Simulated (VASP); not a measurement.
A run of VASP 6.6.1 is set up as follows.

The input POSCAR:

```
LiF
1.0
    2.5595330000      0.0000000000      0.0000000000
    0.0000000000      2.5595330000      0.0000000000
    0.0000000000      0.0000000000      2.5595330000
Li F
1 1
Direct
    0.0000000000      0.0000000000      0.0000000000
    0.5000000000      0.5000000000      0.5293022204
```

The input INCAR.step1:

```
SYSTEM = LiF
PREC = Accurate ; ENCUT = 520
ISMEAR = 0 ; SIGMA = 0.05
LREAL = .FALSE. ; LASPH = .TRUE.
NELM = 80 ; NBANDS = 12
GGA = PE ; ALGO = Normal
EDIFF = 1E-4 ; LWAVE = .TRUE.
LCHARG = .FALSE.
```

File INCAR.step2:

```
SYSTEM = LiF
PREC = Accurate ; ENCUT = 520
EDIFF = 1E-6 ; ISMEAR = 0
SIGMA = 0.05 ; LREAL = .FALSE.
LASPH = .TRUE. ; NELM = 80
ALGO = Normal ; ISIF = 2
LWAVE = .FALSE. ; LCHARG = .TRUE.
METAGGA = R2SCAN ; LMIXTAU = .TRUE.
LELF = .TRUE. ; LVHAR = .TRUE.
NBANDS = 12 ; ISTART = 1
```

The input KPOINTS:

```
regular mesh
0
G
  10 10 10
  0 0 0
```

Potentials or basis: VASP PAW PBE potentials, release 64 (Li_sv, F).

Launch:

```sh
$ cat potpaw_PBE.64/Li_sv/POTCAR potpaw_PBE.64/F/POTCAR > POTCAR
$ cp INCAR.step1 INCAR
$ mpirun -np 1 vasp_std > vasp.out
$ cp INCAR.step2 INCAR
$ mpirun -np 1 vasp_std > vasp.out
```

Task: Predict the band gap on the k mesh.

Result: 8.63 eV (least direct gap 9.31 eV).

Task: Estimate the largest force.

Result: 0.053 eV/Å.

Forces on the atoms (eV/Å):
```
Li   0.000  0.000 -0.053
F    0.000  0.000  0.053
```

Caveat: the cell differs from its parent crystal (all F atoms moved +0.075 Å, as atom 2 along Cartesian [0 0 1]); the PAW data sets were made with another functional, which shifts forces and pressure a little. A k mesh can miss the band edges.
